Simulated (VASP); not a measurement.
# Li5NbO5 (C2/m) in VASP: further runs

Li5NbO5 is run at these levels: PBEsol; tasks: single point, relaxation of shape and atoms at fixed volume.

Program: VASP 6.6.1. These are calculated values, not measurements. Logs are shortened: lines on timing, memory, paths and dates and some standing lists are left out, and cuts for length are marked.

**1. The cell of the first run**

Symmetry: C2/m, No. 12, monoclinic system. The conventional cell has a = 9.938 Å, b = 4.128 Å, c = 5.702 Å, α = 90.00°, β = 109.60°, γ = 90.00°. Within 2.8 Å of Li (site symmetry m) lie 5 O at 1.94 to 2.34 Å and 6 Li at 2.66 to 2.70 Å. Li (site symmetry m) has 5 O at 1.97 to 2.28 Å and 8 Li at 2.62 to 3.08 Å and 3 Nb at 2.91 to 3.08 Å within 3.1 Å. Li (site symmetry 2/m) has 4 O at 1.93 to 2.16 Å and 2 Li at 2.70 Å within 2.7 Å. Within 2.6 Å of Nb (site symmetry 2/m) lie 6 O at 1.96 to 2.06 Å. O (site symmetry m) has 5 Li at 1.93 to 2.11 Å and 1 Nb at 2.00 Å within 2.6 Å. Within 2.6 Å of O (site symmetry m) lie 5 Li at 1.94 to 2.16 Å and 1 Nb at 1.96 Å. Within 2.7 Å of O (site symmetry 2/m) lie 2 Nb at 2.06 Å and 4 Li at 2.28 to 2.34 Å.

**2. Single point, PBEsol (biaxial strain in the a-b plane: +3.0 %)**

The input, INCAR:

```
PREC = Accurate ; ENCUT = 520
EDIFF = 1E-6 ; ISMEAR = 0
SIGMA = 0.02 ; LREAL = False
LASPH = True ; NELM = 80
ALGO = Normal ; ISIF = 2
LWAVE = False ; LCHARG = False
GGA = PS ; NBANDS = 40
```

The input, KPOINTS:

```
Automatic mesh
0
Gamma
  6 6 4
```

The input, POSCAR:

```
Li5NbO5
1.0
    4.9689856215     -2.0641063712      0.0033447678
    4.9689856215      2.0641063712      0.0033447678
   -1.9160358380      0.0000000000      5.3704840168
Li Nb O
5 1 5
Direct
    0.7118647744      0.7118647744      0.3406943077
    0.6907612121      0.6907612121      0.8625998991
    0.0000000000      0.0000000000      0.5000000000
    0.3092387879      0.3092387879      0.1374001009
    0.2881352256      0.2881352256      0.6593056923
    0.0000000000      0.0000000000      0.0000000000
    0.8555534876      0.8555534876      0.1734872019
    0.8416559086      0.8416559086      0.6819671376
    0.5000000000      0.5000000000      0.0000000000
    0.1583440914      0.1583440914      0.3180328624
    0.1444465124      0.1444465124      0.8265127981
```

Potentials or basis: VASP PAW PBE potentials, release 64 (Li_sv, Nb_sv, O).

Command:

```
$ cat potpaw_PBE.64/Li_sv/POTCAR potpaw_PBE.64/Nb_sv/POTCAR potpaw_PBE.64/O/POTCAR > POTCAR
$ mpirun -np 1 vasp_std > vasp.out
```

OUTCAR:

```text
PREC = Accurate
   ENCUT = 520
   EDIFF = 1E-6
   ISMEAR = 0
   LREAL = False
   LASPH = True
   NELM = 80
   ISIF = 2
   GGA = PS

 ion  position               nearest neighbor table
   1  0.712  0.712  0.341-   8 1.94   7 1.97  10 2.12  10 2.12
   2  0.691  0.691  0.863-   7 1.97   8 2.08  11 2.11  11 2.11   9 2.28
   3  0.000  0.000  0.500-   7 1.93  11 1.93  10 2.16   8 2.16
   4  0.309  0.309  0.137-  11 1.97  10 2.08   7 2.11   7 2.11   9 2.28
   5  0.288  0.288  0.659-  10 1.94  11 1.97   8 2.12   8 2.12
   6  0.000  0.000  0.000-   8 1.96  10 1.96   7 2.00  11 2.00   9 2.06   9 2.06
   7  0.856  0.856  0.173-   3 1.93   1 1.97   2 1.97   6 2.00   4 2.11   4 2.11
   8  0.842  0.842  0.682-   1 1.94   6 1.96   2 2.08   5 2.12   5 2.12   3 2.16
   9  0.500  0.500  0.000-   6 2.06   6 2.06   2 2.28   4 2.28
  10  0.158  0.158  0.318-   5 1.94   6 1.96   4 2.08   1 2.12   1 2.12   3 2.16
  11  0.144  0.144  0.827-   3 1.93   5 1.97   4 1.97   6 2.00   2 2.11   2 2.11

  LATTYP: Found a base centered monoclinic cell.
 ALAT       =     9.9379734945
 B/A-ratio  =     0.4153978419
 C/A-ratio  =     0.5737631306
 COS(beta)  =    -0.3353921479

  Lattice vectors:

 A1 = (   4.9689856215,  -2.0641063712,   0.0033447678)
 A2 = (   4.9689856215,   2.0641063712,   0.0033447678)
 A3 = (  -1.9160358380,   0.0000000000,   5.3704840168)

Analysis of symmetry for initial positions (statically):
=====================================================================
 Subroutine PRICEL returns:
 Original cell was already a primitive cell.

 Routine SETGRP: Setting up the symmetry group for a
 base centered monoclinic supercell.

 Subroutine GETGRP returns: Found  4 space group operations
 (whereof  4 operations were pure point group operations)
 out of a pool of  4 trial point group operations.

The static configuration has the point symmetry C_2h.

Analysis of symmetry for dynamics (positions and initial velocities):
=====================================================================
 Subroutine PRICEL returns:
 Original cell was already a primitive cell.

 Routine SETGRP: Setting up the symmetry group for a
 base centered monoclinic supercell.

 Subroutine GETGRP returns: Found  4 space group operations
 (whereof  4 operations were pure point group operations)
 out of a pool of  4 trial point group operations.

The dynamic configuration has the point symmetry C_2h.

 Subroutine INISYM returns: Found  4 space group operations
[... 119 lines left out ...]
   IBRION =     -1    ionic relax: 0-MD 1-quasi-New 2-CG
   NFREE  =      0    steps in history (QN), initial steepest desc. (CG)
   ISIF   =      2    stress and relaxation
   ISYM   =      2    0-nonsym 1-usesym 2-fastsym
   POTIM  = 0.5000    time-step for ionic-motion
   TEBEG  =    0.0;   TEEND  =   0.0 temperature during run
   PSTRESS=    0.0 pullay stress
   NELECT =      58.0000    total number of electrons
   NUPDOWN=      -1.0000    fix difference up-down
   EMIN   =  10.00;   EMAX   =-10.00  energy-range for DOS
   EFERMI =   0.00;   METHOD = LEGACY
   ISMEAR =     0;   SIGMA  =   0.02  broadening in eV -4-tet -1-fermi 0-gaus
   EFERMI_NEDOS =   21; number of points for ismear=-14 and -15
   IALGO  =     38    algorithm
   IMIX   =      4    mixing-type and parameters
     AMIX     =   0.40;   BMIX     =  1.00
     AMIX_MAG =   1.60;   BMIX_MAG =  1.00
  volume/ion in A,a.u.               =      10.02        67.60
  Fermi-wavevector in a.u.,A,eV,Ry     =   1.321808  2.497855 23.771772  1.747176
  Thomas-Fermi vector in A             =   2.451535
   LORBIT       =      0    0 simple, 1 ext, 2 COOP (PROOUT), +10 PAW based schemes
   GGA     = PS    functional components
   LHFCALC =     F    Hartree Fock is set to
   AEXX    =    0.0000 exact exchange contribution
   IVDW    =     0    specifies the selected vdW correction
   LEPSILON=     F    determine dielectric tensor
   LRPA    =     F    only Hartree local field effects (RPA)
 non-spin polarized calculation
 Gauss-broadening in eV      SIGMA  =   0.02
  energy-cutoff  :      520.00
  volume of cell :      110.19
 maximum number of plane-waves:      2990
   NGX = 21   NGY = 21   NGZ = 21

 number of electron      57.9999996 magnetization

 Free energy of the ion-electron system (eV)
  ---------------------------------------------------
  ext. energy  EPLUGINS =         0.00000000
  ---------------------------------------------------
  free energy    TOTEN  =       -72.24227064 eV

  energy without entropy =      -72.24227064  energy(sigma->0) =      -72.24227064

 E-fermi :   2.4382     XC(G=0): -10.0083

 val. band max:        2.2577759346   @ k =   0.5000  -0.0000   0.2500
 cond. band min:       5.3615693802   @ k =   0.5000   0.5000   0.5000
 fundamental gap:      3.1037934456
 Fermi energy:         2.4382399496

 k-point     1 :       0.0000    0.0000    0.0000
  band No.  band energies     occupation
      1     -52.0855      2.00000
      2     -40.2802      2.00000
      3     -40.2076      2.00000
      4     -40.1677      2.00000
      5     -39.8245      2.00000
      6     -39.7954      2.00000
[... 1021 lines left out ...]
     39      12.4754      0.00000
     40      12.8302      0.00000

 [... further k-points ...]
[... 5 lines left out ...]
  --------------------------------------------------------------------------------------
  -------------------------------------------------------------------------------------
  Total       -4.8196310     -5.5095310      1.0932854      0.0000000      0.0000000     -0.4086581
  in kB      -70.0772166    -80.1083321     15.8963207      0.0000000      0.0000000     -5.9418701
  external PRESSURE =     -44.7630760 kB  Pullay stress =       0.0000000 kB

 VOLUME and BASIS-vectors are now :
 -----------------------------------------------------------------------------
  energy-cutoff  :      520.00
  volume of cell :      110.19
      direct lattice vectors                 reciprocal lattice vectors
     4.968985621 -2.064106371  0.003344768     0.100600000 -0.242235578  0.035891217
     4.968985621  2.064106371  0.003344768     0.100600000  0.242235578  0.035891217
    -1.916035838  0.000000000  5.370484017    -0.000125308  0.000000000  0.186158250

 POSITION                                       TOTAL-FORCE (eV/Angst)
 -----------------------------------------------------------------------------------
      6.42171      0.00000      1.83446        -0.001877     -0.000000     -0.048385
      5.21199      0.00000      4.63720         0.020265     -0.000000      0.004205
     -0.95802      0.00000      2.68524         0.000000     -0.000000     -0.000000
      2.80994      0.00000      0.73997        -0.020265     -0.000000     -0.004205
      1.60023      0.00000      3.54272         0.001877     -0.000000      0.048385
      0.00000      0.00000      0.00000         0.000000     -0.000000     -0.000000
      8.17006      0.00000      0.93743         0.228402     -0.000000     -0.010259
      7.05768      0.00000      3.66812         0.100558     -0.000000     -0.009294
      4.96899      0.00000      0.00334         0.000000      0.000000     -0.000000
      0.96426      0.00000      1.70905        -0.100558     -0.000000      0.009294
     -0.14812      0.00000      4.43974        -0.228402     -0.000000      0.010259
 -----------------------------------------------------------------------------------
    total drift:                               -0.000000      0.000000     -0.000000

  FREE ENERGIE OF THE ION-ELECTRON SYSTEM (eV)
  ---------------------------------------------------
  free  energy   TOTEN  =       -72.2422706430 eV

  energy  without entropy=      -72.2422706430  energy(sigma->0) =      -72.24227064
```

stdout:

```text
POSCAR found type information on POSCAR LiNbO
 POSCAR found :  3 types and      11 ions
 scaLAPACK will be used
 -----------------------------------------------------------------------------
|                                                                             |
|                                                                             |
|     You enforced a specific xc type in the INCAR file but a different       |
|     I HOPE YOU KNOW WHAT YOU ARE DOING!                                     |
|                                                                             |
 -----------------------------------------------------------------------------

 LDA part: xc-table for (Slater+PW92), standard interpolation
 POSCAR, INCAR and KPOINTS ok, starting setup
 FFT: planning ... GRIDC
 FFT: planning ... GRID_SOFT
 FFT: planning ... GRID
 WAVECAR not read
 entering main loop
```

Wall time 4 min (1 thread of AMD EPYC 7R13 (Zen 3), shared host); peak memory 0.31 GiB.

What came out:

| Item | Value |
| --- | --- |
| Free energy | -72.2423 eV |
| Largest force | 0.229 eV/Å |
| Band gap on the k mesh | 3.10 eV (least direct gap 3.19 eV) |

Forces on the atoms (eV/Å):
```
Li  -0.002  0.000 -0.048
Li   0.020  0.000  0.004
Li   0.000  0.000  0.000
Li  -0.020  0.000 -0.004
Li   0.002  0.000  0.048
Nb   0.000  0.000  0.000
O    0.228  0.000 -0.010
O    0.101  0.000 -0.009
O    0.000  0.000  0.000
O   -0.101  0.000  0.009
O   -0.228  0.000  0.010
```

Caveat: the cell differs from its parent crystal (biaxial strain in the a-b plane: +3.0 %); the cutoff is under 1.25 times the usual one of these potentials, so pressure, stress and relaxed cells hold a basis-set (Pulay) error; the PAW data sets were made with another functional, which shifts forces and pressure a little.

[end of part 1 of 2]
